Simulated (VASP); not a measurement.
## Sb: relaxation of cell and atoms with PBE

Crystal: Sb.

```
Sb
1.0
     3.09340    0.00000    0.00000
     0.00000    3.09340    0.00000
     0.00000    0.00000    3.18680
Sb
1
Cartesian
  1.5467 1.5467 1.5934
```

```yaml
Program: VASP 6.6.1
Task: relaxation of cell and atoms
Functional: PBE
Potentials_or_basis: VASP PAW PBE potentials, release 64 (Sb)
Cutoff: 600 eV
k_mesh: 18 × 18 × 18
Occupations: gaussian, width 0.1 eV
Spin: no spin polarisation
Dipole_correction: no
Further_INCAR_settings: ALGO = Normal; EDIFF = 1e-06; IBRION = 2; EDIFFG = -0.01; NSW = 100; ISIF = 3
```

* Relaxed volume: 30.04 Å³/atom
* Relaxed cell: a = 3.109 Å, b = 3.109 Å, c = 3.108 Å, α = 90.00°, β = 90.00°, γ = 90.00°
* Space group after relaxing (to 0.05 Å): Pm-3m (No. 221)
* Energy gained by relaxing: 7.1 meV/atom
* Ionic steps: 5
* Pressure after relaxing: 0.0 GPa

The path:
```
step  energy change (eV)  largest force (eV/Å)  pressure (GPa)  volume (Å³)
   1              0.0000                0.0000           -0.75        30.49
   2             -0.0069                0.0000            0.37        29.86
   3             -0.0069                0.0000            0.30        29.89
   4             -0.0071                0.0000           -0.11        30.11
   5             -0.0071                0.0000            0.01        30.04
```

Final structure:
```
Sb
1.0
     3.10892    0.00000    0.00000
     0.00000    3.10892    0.00000
     0.00000    0.00000    3.10846
Sb
1
Direct
  0.50000 0.50000 0.50000
```

Levels at points of the mesh, in eV from the Fermi level:
| k point | band 1 | band 2 | band 3 | band 4 | band 5 | band 6 |
| --- | --- | --- | --- | --- | --- | --- |
| (0.00, 0.00, 0.00) | -12.36 | 3.22 | 3.22 | 3.22 | 6.88 | 6.88 |
| (0.50, 0.00, 0.00) | -9.97 | -5.56 | 5.20 | 5.20 | 8.95 | 10.55 |
| (0.50, 0.50, 0.00) | -7.43 | -3.53 | -3.53 | 2.18 | 7.22 | 12.75 |
| (0.00, 0.00, 0.50) | -9.97 | -5.56 | 5.20 | 5.20 | 8.95 | 10.55 |
| (0.50, 0.00, 0.50) | -7.43 | -3.53 | -3.53 | 2.18 | 7.22 | 12.75 |
| (0.50, 0.50, 0.50) | -4.60 | -1.64 | -1.63 | -1.63 | 4.81 | 4.81 |

Wall time 8.9 min on 1 thread of AMD EPYC 7R13, with other jobs on the host, peak memory 0.25 GiB.

Caveat: spin-orbit coupling is left out, which moves the levels of the heavy elements.
